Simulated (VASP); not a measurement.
# Ti3Al (P6_3/mmc) in VASP: further runs, part 2 of 2

VASP 6.6.1. Earlier steps stand in the parts before.

## Step 4: Single point, LDA (16.53 Å³/atom)

This run uses another cell than the first one, of 16.53 Å³/atom.

The input, INCAR:

```
SYSTEM = Ti3Al
  PREC = Accurate
  ENCUT = 500
  EDIFF = 1E-6
  ISMEAR = 0
  SIGMA = 0.1
  LREAL = .FALSE.
  LASPH = .TRUE.
  NELM = 120
  ALGO = Normal
  ISIF = 2
  LWAVE = .FALSE.
  LCHARG = .FALSE.
  NBANDS = 49
  GGA_COMPAT = .FALSE.
```

The input, KPOINTS:

```
regular mesh
0
G
  9 9 8
  0 0 0
```

The input, POSCAR:

```
Ti3Al
1.0
    5.7320049924      0.0000000000      0.0000000000
   -2.8660024962      4.9640619380      0.0000000000
    0.0000000000      0.0000000000      4.6461652758
Ti Al
6 2
Direct
    0.8303543853      0.6607087706      0.2500000000
    0.1696456147      0.8303543853      0.7500000000
    0.3392912294      0.1696456147      0.2500000000
    0.1696456147      0.3392912294      0.7500000000
    0.8303543853      0.1696456147      0.2500000000
    0.6607087706      0.8303543853      0.7500000000
    0.3333333333      0.6666666667      0.2500000000
    0.6666666667      0.3333333333      0.7500000000
```

Potentials or basis: VASP PAW LDA potentials, release 64 (Ti_sv, Al).

Command:

```
$ cat potpaw_LDA.64/Ti_sv/POTCAR potpaw_LDA.64/Al/POTCAR > POTCAR
$ mpirun -np 1 vasp_std > vasp.out
```

OUTCAR:

```text
SYSTEM = Ti3Al
   PREC = Accurate
   ENCUT = 500
   EDIFF = 1E-6
   ISMEAR = 0
   LREAL = .FALSE.
   LASPH = .TRUE.
   NELM = 120
   ISIF = 2

 ion  position               nearest neighbor table
   1  0.830  0.661  0.250-   3 2.81   5 2.81   8 2.84   8 2.84   7 2.87   7 2.87   6 2.87   6 2.87
                             2 2.87   2 2.87   5 2.92   3 2.92
   2  0.170  0.830  0.750-   4 2.81   6 2.81   7 2.84   7 2.84   8 2.87   8 2.87   3 2.87   3 2.87
                             1 2.87   1 2.87   4 2.92   6 2.92
   3  0.339  0.170  0.250-   1 2.81   5 2.81   8 2.84   8 2.84   7 2.87   7 2.87   2 2.87   2 2.87
                             4 2.87   4 2.87   1 2.92   5 2.92
   4  0.170  0.339  0.750-   2 2.81   6 2.81   7 2.84   7 2.84   8 2.87   8 2.87   3 2.87   3 2.87
                             5 2.87   5 2.87   2 2.92   6 2.92
   5  0.830  0.170  0.250-   1 2.81   3 2.81   8 2.84   8 2.84   7 2.87   7 2.87   6 2.87   6 2.87
                             4 2.87   4 2.87   1 2.92   3 2.92
   6  0.661  0.830  0.750-   4 2.81   2 2.81   7 2.84   7 2.84   8 2.87   8 2.87   5 2.87   5 2.87
                             1 2.87   1 2.87   4 2.92   2 2.92
   7  0.333  0.667  0.250-   2 2.84   2 2.84   4 2.84   4 2.84   6 2.84   6 2.84   3 2.87   1 2.87
                             5 2.87   5 2.87   3 2.87   1 2.87
   8  0.667  0.333  0.750-   5 2.84   5 2.84   1 2.84   1 2.84   3 2.84   3 2.84   6 2.87   4 2.87
                             2 2.87   2 2.87   6 2.87   4 2.87

[... 207 lines left out ...]
  band No.  band energies     occupation
      1     -47.8209      2.00000
      2     -47.7194      2.00000
      3     -47.7169      2.00000
      4     -47.7169      2.00000
      5     -47.6682      2.00000
      6     -47.6682      2.00000
[... 1237 lines left out ...]
     48       9.9404      0.00000
     49      10.1681      0.00000

 [... further k-points ...]
[... 5 lines left out ...]
  --------------------------------------------------------------------------------------
  -------------------------------------------------------------------------------------
  Total       -5.5388698     -5.5388698     -5.4618511      0.0000000     -0.0000000     -0.0000000
  in kB      -67.1263964    -67.1263964    -66.1929949      0.0000000     -0.0000000     -0.0000000
  external PRESSURE =     -66.8152625 kB  Pullay stress =       0.0000000 kB

 VOLUME and BASIS-vectors are now :
 -----------------------------------------------------------------------------
  energy-cutoff  :      500.00
  volume of cell :      132.20
      direct lattice vectors                 reciprocal lattice vectors
     5.732004992  0.000000000  0.000000000     0.174459025  0.100723965  0.000000000
    -2.866002496  4.964061938  0.000000000     0.000000000  0.201447930  0.000000000
     0.000000000  0.000000000  4.646165276     0.000000000  0.000000000  0.215231259

 POSITION                                       TOTAL-FORCE (eV/Angst)
 -----------------------------------------------------------------------------------
      2.86600      3.27980      1.16154         0.000000      0.004821     -0.000000
     -1.40739      4.12193      3.48462        -0.004175      0.002410     -0.000000
      1.45861      0.84213      1.16154        -0.004175     -0.002410     -0.000000
      0.00000      1.68426      3.48462         0.000000     -0.004821      0.000000
      4.27339      0.84213      1.16154         0.004175     -0.002410      0.000000
      1.40739      4.12193      3.48462         0.004175      0.002410      0.000000
     -0.00000      3.30937      1.16154         0.000000      0.000000      0.000000
      2.86600      1.65469      3.48462         0.000000      0.000000      0.000000
 -----------------------------------------------------------------------------------
    total drift:                               -0.000001      0.000000     -0.000000

  FREE ENERGIE OF THE ION-ELECTRON SYSTEM (eV)
  ---------------------------------------------------
  free  energy   TOTEN  =       -61.8808479444 eV

  energy  without entropy=      -61.8546254581  energy(sigma->0) =      -61.86773670
```

stdout:

```text
POSCAR found type information on POSCAR TiAl
 POSCAR found :  2 types and       8 ions
 scaLAPACK will be used
 LDA part: xc-table for (Slater(with rela. corr.)+CA(PZ))
 , standard interpolation
 POSCAR, INCAR and KPOINTS ok, starting setup
 FFT: planning ... GRIDC
 FFT: planning ... GRID_SOFT
 FFT: planning ... GRID
 WAVECAR not read
 entering main loop
```

Wall time 12 min (1 thread of Oxide Virtual Turin-like, shared host); peak memory 0.34 GiB.

Results:

* Free energy: -61.8808 eV
* Pressure: -6.7 GPa
* Largest force: 0.005 eV/Å
* Band gap on the k mesh: zero (bands 39 and 40 overlap by 0.27 eV)

Forces on the atoms (eV/Å):
```
Ti   0.000  0.005  0.000
Ti  -0.004  0.002  0.000
Ti  -0.004 -0.002  0.000
Ti   0.000 -0.005  0.000
Ti   0.004 -0.002  0.000
Ti   0.004  0.002  0.000
Al   0.000  0.000  0.000
Al   0.000  0.000  0.000
```

Levels at points of the mesh, in eV from the Fermi level:
| k point | band 35 | band 36 | band 37 | band 38 | band 39 | band 40 | band 41 | band 42 | band 43 | band 44 |
| --- | --- | --- | --- | --- | --- | --- | --- | --- | --- | --- |
| (0.00, 0.00, 0.00) | -1.22 | -0.91 | -0.91 | -0.48 | -0.20 | 0.07 | 0.73 | 0.73 | 0.74 | 0.94 |
| (0.00, 0.00, 0.50) | -0.62 | -0.62 | -0.49 | -0.49 | -0.06 | -0.06 | 0.52 | 0.52 | 0.52 | 0.52 |

Caveat: the cell stands under tension.

## Step 5: Overview

```csv
cell,gap on the mesh (eV),pressure (GPa),largest force (eV/Å)
"a = 5.616, b = 5.616, c = 4.566 Å, angles 90.0, 90.0, 120.0°, 8 atoms, atomic positions A",none,0.0,0.01
"a = 5.675, b = 5.675, c = 4.606 Å, angles 90.0, 90.0, 120.0°, 8 atoms, atomic positions A",none,-3.5,0.01
"a = 5.732, b = 5.732, c = 4.646 Å, angles 90.0, 90.0, 120.0°, 8 atoms, atomic positions B",none,-6.7,-
```

Alike in all rows: task single point; level LDA; potentials or basis VASP PAW LDA potentials, release 64 (Ti_sv, Al); no spin polarisation; k mesh 9 × 9 × 8; cutoff (eV) 500; smearing gaussian 0.1 eV.

Caveats: the cell stands under tension (at least some runs).

Total energies depend on the potentials used, so only differences within one code and one set of settings carry meaning.
